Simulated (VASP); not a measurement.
# GaP (F-43m) in VASP: further runs

GaP is run at these levels: r2SCAN; tasks: single point.

Everything below comes from runs of VASP 6.6.1. Logs are shortened: lines on timing, memory, paths and dates and some standing lists are left out, and cuts for length are marked.

**1. The cell of the first run**

Symmetry: F-43m, No. 216, cubic system. Conventional cell: a = 5.301 Å, b = 5.301 Å, c = 5.301 Å, α = 90.00°, β = 90.00°, γ = 90.00°. Within 3.0 Å of Ga (site symmetry -43m) lie 4 P at 2.30 Å. P (site symmetry -43m) has 4 Ga at 2.30 Å within 3.0 Å.

**2. Single point, r2SCAN**

Contents of POSCAR:

```
GaP
1.0
    0.0000000000      2.6505476987      2.6505476987
    2.6505476987      0.0000000000      2.6505476987
    2.6505476987      2.6505476987      0.0000000000
Ga P
1 1
Direct
    0.0000000000      0.0000000000      0.0000000000
    0.2500000000      0.2500000000      0.2500000000
```

Contents of INCAR.step1:

```
SYSTEM = GaP
ALGO = Normal
EDIFF = 1E-4
ENCUT = 520
GGA = PE
ISMEAR = 0
LASPH = .True.
LCHARG = .False.
LREAL = .False.
LWAVE = .True.
NBANDS = 16
NELM = 60
PREC = Accurate
SIGMA = 0.01
```

Contents of INCAR.step2:

```
SYSTEM = GaP
ALGO = Normal
EDIFF = 1E-6
ENCUT = 520
ISIF = 2
ISMEAR = 0
ISTART = 1
LASPH = .True.
LCHARG = .False.
LMIXTAU = .True.
LREAL = .False.
LWAVE = .False.
METAGGA = R2SCAN
NBANDS = 16
NELM = 60
PREC = Accurate
SIGMA = 0.01
```

Contents of KPOINTS:

```
k-points
0
Gamma
  6 6 6
  0 0 0
```

Potentials or basis: VASP PAW PBE potentials, release 64 (Ga_d, P).

Launch:

```bash
$ cat potpaw_PBE.64/Ga_d/POTCAR potpaw_PBE.64/P/POTCAR > POTCAR
$ cp INCAR.step1 INCAR
$ mpirun -np 1 vasp_std > vasp.out
$ cp INCAR.step2 INCAR
$ mpirun -np 1 vasp_std > vasp.out
```

OUTCAR:

```text
SYSTEM = GaP
   EDIFF = 1E-6
   ENCUT = 520
   ISIF = 2
   ISMEAR = 0
   ISTART = 1
   LASPH = .True.
   LREAL = .False.
   METAGGA = R2SCAN
   NELM = 60
   PREC = Accurate

 ion  position               nearest neighbor table
   1  0.000  0.000  0.000-   2 2.30   2 2.30   2 2.30   2 2.30
   2  0.250  0.250  0.250-   1 2.30   1 2.30   1 2.30   1 2.30

  LATTYP: Found a face centered cubic cell.
 ALAT       =     5.3010953974

  Lattice vectors:

 A1 = (   0.0000000000,   2.6505476987,   2.6505476987)
 A2 = (   2.6505476987,   0.0000000000,   2.6505476987)
 A3 = (   2.6505476987,   2.6505476987,   0.0000000000)

Analysis of symmetry for initial positions (statically):
=====================================================================
 Subroutine PRICEL returns:
 Original cell was already a primitive cell.

 Routine SETGRP: Setting up the symmetry group for a
 face centered cubic supercell.

 Subroutine GETGRP returns: Found 24 space group operations
 (whereof 24 operations were pure point group operations)
 out of a pool of 48 trial point group operations.

The static configuration has the point symmetry T_d .

Analysis of symmetry for dynamics (positions and initial velocities):
=====================================================================
 Subroutine PRICEL returns:
 Original cell was already a primitive cell.

 Routine SETGRP: Setting up the symmetry group for a
 face centered cubic supercell.

 Subroutine GETGRP returns: Found 24 space group operations
 (whereof 24 operations were pure point group operations)
 out of a pool of 48 trial point group operations.

The dynamic configuration has the point symmetry T_d .

 Subroutine INISYM returns: Found 24 space group operations
 (whereof 24 operations are pure point group operations),
 and found     1 'primitive' translations

----------------------------------------------------------------------------------------

                                     Primitive cell

  volume of cell :      37.2423

  direct lattice vectors                    reciprocal lattice vectors
     0.000000000  2.650547699  2.650547699    -0.188640257  0.188640257  0.188640257
     2.650547699  0.000000000  2.650547699     0.188640257 -0.188640257  0.188640257
     2.650547699  2.650547699  0.000000000     0.188640257  0.188640257 -0.188640257

  length of vectors
     3.748440503  3.748440503  3.748440503     0.326734510  0.326734510  0.326734510

  position of ions in fractional coordinates (direct lattice)
     0.000000000  0.000000000  0.000000000
     0.250000000  0.250000000  0.250000000

  ion indices of the primitive-cell ions
   primitive index   ion index
                 1           1
                 2           2

----------------------------------------------------------------------------------------

 KPOINTS: k-points

Automatic generation of k-mesh.
 Grid dimensions read from file:
 generate k-points for:    6    6    6

 Generating k-lattice:

  Cartesian coordinates                     Fractional coordinates (reciprocal lattice)
    -0.031440043  0.031440043  0.031440043     0.166666667  0.000000000  0.000000000
     0.031440043 -0.031440043  0.031440043     0.000000000  0.166666667  0.000000000
     0.031440043  0.031440043 -0.031440043     0.000000000  0.000000000  0.166666667

  Length of vectors
     0.054455752  0.054455752  0.054455752

  Shift w.r.t. Gamma in fractional coordinates (k-lattice)
     0.000000000  0.000000000  0.000000000

 Subroutine IBZKPT returns following result:
 ===========================================

 Found     16 irreducible k-points:

 Following reciprocal coordinates:
            Coordinates               Weight
  0.000000  0.000000  0.000000      1.000000
  0.166667  0.000000  0.000000      8.000000
  0.333333  0.000000  0.000000      8.000000
  0.500000  0.000000  0.000000      4.000000
  0.166667  0.166667  0.000000      6.000000
  0.333333  0.166667  0.000000     24.000000
[... 8 lines left out ...]
 -0.333333  0.333333  0.166667     24.000000
 -0.333333  0.500000  0.166667     12.000000
   k-points           NKPTS =     16   k-points in BZ     NKDIM =     16   number of bands    NBANDS=     16
   number of dos      NEDOS =    301   number of ions     NIONS =      2
   total plane-waves  NPLWV =  21952
   dimension x,y,z NGX =    28 NGY =   28 NGZ =   28
   dimension x,y,z NGXF=    56 NGYF=   56 NGZF=   56
   ions per type =               1   1
   NGX,Y,Z   is equivalent  to a cutoff of  12.42, 12.42, 12.42 a.u.
   NGXF,Y,Z  is equivalent  to a cutoff of  24.84, 24.84, 24.84 a.u.
 SYSTEM =  GaP
   PREC   = accura    normal or accurate (medium, high low for compatibility)
   ISTART =      1    job   : 0-new  1-cont  2-samecut
   ICHARG =      0    charge: 1-file 2-atom 10-const
   ISPIN  =      1    spin polarized calculation?
   LNONCOLLINEAR =      F non collinear calculations
   LSORBIT =      F    spin-orbit coupling
   LASPH  =      T    aspherical Exc in radial PAW
   ENCUT  =  520.0 eV  38.22 Ry    6.18 a.u.   6.97  6.97  6.97*2*pi/ulx,y,z
   NELM   =     60;   NELMIN=  2; NELMDL=  0     # of ELM steps
   EDIFF  = 0.1E-05   stopping-criterion for ELM
   LREAL  =      F    real-space projection
   EDIFFG = 0.1E-04   stopping-criterion for IOM
   NSW    =      0    number of steps for IOM
   IBRION =     -1    ionic relax: 0-MD 1-quasi-New 2-CG
   NFREE  =      0    steps in history (QN), initial steepest desc. (CG)
   ISIF   =      2    stress and relaxation
   ISYM   =      2    0-nonsym 1-usesym 2-fastsym
   POTIM  = 0.5000    time-step for ionic-motion
   TEBEG  =    0.0;   TEEND  =   0.0 temperature during run
   PSTRESS=    0.0 pullay stress
   NELECT =      18.0000    total number of electrons
   NUPDOWN=      -1.0000    fix difference up-down
   EMIN   =  10.00;   EMAX   =-10.00  energy-range for DOS
   EFERMI =   0.00;   METHOD = LEGACY
   ISMEAR =     0;   SIGMA  =   0.01  broadening in eV -4-tet -1-fermi 0-gaus
   EFERMI_NEDOS =   21; number of points for ismear=-14 and -15
   IALGO  =     38    algorithm
   IMIX   =      4    mixing-type and parameters
     AMIX     =   0.40;   BMIX     =  1.00
     AMIX_MAG =   1.60;   BMIX_MAG =  1.00
  volume/ion in A,a.u.               =      18.62       125.66
  Fermi-wavevector in a.u.,A,eV,Ry     =   1.284754  2.427833 22.457686  1.650593
  Thomas-Fermi vector in A             =   2.416929
   LORBIT       =      0    0 simple, 1 ext, 2 COOP (PROOUT), +10 PAW based schemes
   METAGGA = R2SCAN    functional components
   LHFCALC =     F    Hartree Fock is set to
   AEXX    =    0.0000 exact exchange contribution
   IVDW    =     0    specifies the selected vdW correction
   LEPSILON=     F    determine dielectric tensor
   LRPA    =     F    only Hartree local field effects (RPA)
 non-spin polarized calculation
 Gauss-broadening in eV      SIGMA  =   0.01
  energy-cutoff  :      520.00
  volume of cell :       37.24
 maximum number of plane-waves:      1018
   NGX = 13   NGY = 13   NGZ = 13

 number of electron      17.9999987 magnetization

 Free energy of the ion-electron system (eV)
  ---------------------------------------------------
  ext. energy  EPLUGINS =         0.00000000
  ---------------------------------------------------
  free energy    TOTEN  =       -21.36740685 eV

  energy without entropy =      -21.36740685  energy(sigma->0) =      -21.36740685

 E-fermi :   5.4695     XC(G=0): -10.9608

 val. band max:        5.3668330271   @ k =   0.0000   0.0000   0.0000
 cond. band min:       7.0903286572   @ k =   0.5000   0.5000   0.0000
 fundamental gap:      1.7234956300
 Fermi energy:         5.4695407150

 k-point     1 :       0.0000    0.0000    0.0000
  band No.  band energies     occupation
      1      -9.7969      2.00000
      2      -9.7969      2.00000
      3      -9.7969      2.00000
      4      -9.6533      2.00000
      5      -9.6532      2.00000
      6      -8.3389      2.00000
[... 8 lines left out ...]
     15      15.7385      0.00000
     16      15.7385      0.00000

 k-point     2 :       0.1667    0.0000    0.0000
  band No.  band energies     occupation
      1      -9.8384      2.00000
      2      -9.7859      2.00000
      3      -9.7859      2.00000
      4      -9.6531      2.00000
      5      -9.6531      2.00000
      6      -7.9166      2.00000
[... 8 lines left out ...]
     15      14.8553      0.00000
     16      16.4907      0.00000

 k-point     3 :       0.3333    0.0000    0.0000
  band No.  band energies     occupation
      1      -9.9009      2.00000
      2      -9.7680      2.00000
      3      -9.7680      2.00000
      4      -9.6484      2.00000
      5      -9.6484      2.00000
      6      -6.8023      2.00000
[... 8 lines left out ...]
     15      15.6865      0.00000
     16      16.0633      0.00000

 k-point     4 :       0.5000    0.0000    0.0000
  band No.  band energies     occupation
      1      -9.9267      2.00000
      2      -9.7617      2.00000
      3      -9.7617      2.00000
      4      -9.6432      2.00000
      5      -9.6432      2.00000
      6      -5.8741      2.00000
[... 8 lines left out ...]
     15      17.9587      0.00000
     16      17.9587      0.00000

 k-point     5 :       0.1667    0.1667    0.0000
  band No.  band energies     occupation
      1      -9.8578      2.00000
      2      -9.7750      2.00000
      3      -9.7749      2.00000
      4      -9.6644      2.00000
      5      -9.6455      2.00000
      6      -7.7797      2.00000
[... 8 lines left out ...]
     15      16.2098      0.00000
     16      17.4923      0.00000

 k-point     6 :       0.3333    0.1667    0.0000
  band No.  band energies     occupation
      1      -9.9036      2.00000
      2      -9.7593      2.00000
      3      -9.7545      2.00000
      4      -9.6698      2.00000
      5      -9.6394      2.00000
      6      -6.8892      2.00000
[... 8 lines left out ...]
     15      16.8419      0.00000
     16      18.0857      0.00000

 k-point     7 :       0.5000    0.1667    0.0000
  band No.  band energies     occupation
      1      -9.9292      2.00000
      2      -9.7544      2.00000
      3      -9.7461      2.00000
      4      -9.6598      2.00000
      5      -9.6399      2.00000
      6      -5.7212      2.00000
[... 8 lines left out ...]
     15      17.9852      0.00000
     16      18.9643      0.00000

 k-point     8 :      -0.3333    0.1667    0.0000
  band No.  band energies     occupation
      1      -9.9197      2.00000
      2      -9.7571      2.00000
      3      -9.7528      2.00000
      4      -9.6520      2.00000
      5      -9.6493      2.00000
      6      -6.0697      2.00000
[... 8 lines left out ...]
     15      17.2159      0.00000
     16      18.9258      0.00000

 k-point     9 :      -0.1667    0.1667    0.0000
  band No.  band energies     occupation
      1      -9.8803      2.00000
      2      -9.7728      2.00000
      3      -9.7679      2.00000
      4      -9.6585      2.00000
      5      -9.6481      2.00000
      6      -7.2614      2.00000
[... 8 lines left out ...]
     15      16.5894      0.00000
     16      18.2860      0.00000

 k-point    10 :       0.3333    0.3333    0.0000
  band No.  band energies     occupation
      1      -9.9373      2.00000
      2      -9.7290      2.00000
      3      -9.7289      2.00000
      4      -9.6917      2.00000
      5      -9.6302      2.00000
      6      -6.2769      2.00000
[... 8 lines left out ...]
     15      17.4986      0.00000
     16      21.4121      0.00000

 k-point    11 :       0.5000    0.3333    0.0000
  band No.  band energies     occupation
      1      -9.9516      2.00000
      2      -9.7258      2.00000
      3      -9.7172      2.00000
      4      -9.6899      2.00000
      5      -9.6299      2.00000
      6      -5.2412      2.00000
[... 8 lines left out ...]
     15      18.2130      0.00000
     16      20.1657      0.00000

 k-point    12 :      -0.3333    0.3333    0.0000
  band No.  band energies     occupation
      1      -9.9391      2.00000
      2      -9.7419      2.00000
      3      -9.7268      2.00000
      4      -9.6696      2.00000
      5      -9.6436      2.00000
      6      -5.0980      2.00000
[... 8 lines left out ...]
     15      15.5973      0.00000
     16      21.7799      0.00000

 k-point    13 :       0.5000    0.5000    0.0000
  band No.  band energies     occupation
      1      -9.9678      2.00000
      2      -9.7066      2.00000
      3      -9.7049      2.00000
      4      -9.7048      2.00000
      5      -9.6225      2.00000
      6      -4.8222      2.00000
[... 8 lines left out ...]
     15      18.5696      0.00000
     16      19.4581      0.00000

 k-point    14 :       0.5000    0.3333    0.1667
  band No.  band energies     occupation
      1      -9.9299      2.00000
      2      -9.7477      2.00000
      3      -9.7332      2.00000
      4      -9.6744      2.00000
      5      -9.6381      2.00000
      6      -5.8957      2.00000
[... 8 lines left out ...]
     15      18.4487      0.00000
     16      19.9845      0.00000

 k-point    15 :      -0.3333    0.3333    0.1667
  band No.  band energies     occupation
      1      -9.9384      2.00000
      2      -9.7469      2.00000
      3      -9.7237      2.00000
      4      -9.6694      2.00000
      5      -9.6427      2.00000
      6      -5.0939      2.00000
[... 8 lines left out ...]
     15      19.1170      0.00000
     16      19.4585      0.00000

 k-point    16 :      -0.3333    0.5000    0.1667
  band No.  band energies     occupation
      1      -9.9511      2.00000
      2      -9.7312      2.00000
      3      -9.7127      2.00000
      4      -9.6837      2.00000
      5      -9.6348      2.00000
      6      -4.7250      2.00000
[... 8 lines left out ...]
     15      18.5033      0.00000
     16      20.3427      0.00000

------------------------ aborting loop because EDIFF is reached ----------------------------------------

  FORCE on cell =-STRESS in cart. coord.  units (eV):
  Direction    XX          YY          ZZ          XY          YZ          ZX
  --------------------------------------------------------------------------------------
  -------------------------------------------------------------------------------------
  Total        2.0572951      2.0572951      2.0572951      0.0000000      0.0000000     -0.0000000
  in kB       88.5055085     88.5055085     88.5055085      0.0000000      0.0000000     -0.0000000
  external PRESSURE =      88.5055085 kB  Pullay stress =       0.0000000 kB

 VOLUME and BASIS-vectors are now :
 -----------------------------------------------------------------------------
  energy-cutoff  :      520.00
  volume of cell :       37.24
      direct lattice vectors                 reciprocal lattice vectors
     0.000000000  2.650547699  2.650547699    -0.188640257  0.188640257  0.188640257
     2.650547699  0.000000000  2.650547699     0.188640257 -0.188640257  0.188640257
     2.650547699  2.650547699  0.000000000     0.188640257  0.188640257 -0.188640257

 POSITION                                       TOTAL-FORCE (eV/Angst)
 -----------------------------------------------------------------------------------
      0.00000      0.00000      0.00000         0.000000      0.000000      0.000000
      1.32527      1.32527      1.32527        -0.000000     -0.000000     -0.000000
 -----------------------------------------------------------------------------------
    total drift:                                0.000010      0.000010      0.000010

  FREE ENERGIE OF THE ION-ELECTRON SYSTEM (eV)
  ---------------------------------------------------
  free  energy   TOTEN  =       -21.3674068542 eV

  energy  without entropy=      -21.3674068542  energy(sigma->0) =      -21.36740685
```

Wall time 82 s (1 thread of AMD EPYC 7R13, shared host); peak memory 0.13 GiB.

Results:

- Free energy: -21.3674 eV
- Pressure: 8.9 GPa
- Band gap on the k mesh: 1.72 eV, indirect (least direct gap 3.09 eV)

Caveat: the PAW data sets were made with another functional, which shifts forces and pressure a little.

**3. Single point, r2SCAN**

This run uses another cell than the first one, of 19.16 Å³/atom, 1.029 times its volume.

Contents of POSCAR:

```
GaP
1.0
    0.0000000000      2.6759133327      2.6759133327
    2.6759133327      0.0000000000      2.6759133327
    2.6759133327      2.6759133327      0.0000000000
Ga P
1 1
Direct
    0.0000000000      0.0000000000      0.0000000000
    0.2500000000      0.2500000000      0.2500000000
```

Contents of INCAR.step1:

```
PREC = Accurate ; ENCUT = 520
ISMEAR = 0 ; SIGMA = 0.01
LREAL = False ; LASPH = True
NELM = 60 ; NBANDS = 16
GGA = PE ; ALGO = Normal
EDIFF = 1E-4 ; LWAVE = True
LCHARG = False
```

Contents of INCAR.step2:

```
PREC = Accurate ; ENCUT = 520
EDIFF = 1E-6 ; ISMEAR = 0
SIGMA = 0.01 ; LREAL = False
LASPH = True ; NELM = 60
ALGO = Normal ; ISIF = 2
LWAVE = False ; LCHARG = True
METAGGA = R2SCAN ; LMIXTAU = True
LELF = True ; LVHAR = True
NBANDS = 16 ; ISTART = 1
```

Contents of KPOINTS:

```
Automatic mesh
0
Gamma
  6 6 6
```

Potentials or basis: VASP PAW PBE potentials, release 64 (Ga_d, P).

Launch:

```bash
$ cat potpaw_PBE.64/Ga_d/POTCAR potpaw_PBE.64/P/POTCAR > POTCAR
$ cp INCAR.step1 INCAR
$ mpirun -np 1 vasp_std > vasp.out
$ cp INCAR.step2 INCAR
$ mpirun -np 1 vasp_std > vasp.out
```

Run time: 1.7 min. Hardware: 1 thread of AMD EPYC 7R13, shared host; peak memory 0.14 GiB.

The run converged. Its results:

```
Free energy            : -21.4155 eV
Pressure               : 5.5 GPa
Band gap on the k mesh : 1.79 eV, indirect (least direct gap 2.83 eV)
```

Levels at points of the mesh, in eV from the valence-band top:
| k point | band 5 | band 6 | band 7 | band 8 | band 9 | band 10 | band 11 | band 12 | band 13 | band 14 |
| --- | --- | --- | --- | --- | --- | --- | --- | --- | --- | --- |
| (0.00, 0.00, 0.00) | -14.97 | -13.46 | 0.00 | 0.00 | 0.00 | 2.83 | 4.17 | 4.17 | 4.17 | 9.73 |
| (0.50, 0.00, 0.00) | -14.96 | -11.11 | -7.19 | -1.26 | -1.26 | 2.22 | 5.03 | 5.03 | 8.94 | 12.08 |
| (0.50, 0.50, 0.00) | -14.94 | -10.09 | -7.24 | -3.01 | -3.01 | 1.79 | 2.04 | 11.78 | 11.78 | 12.57 |

Caveat: the PAW data sets were made with another functional, which shifts forces and pressure a little.
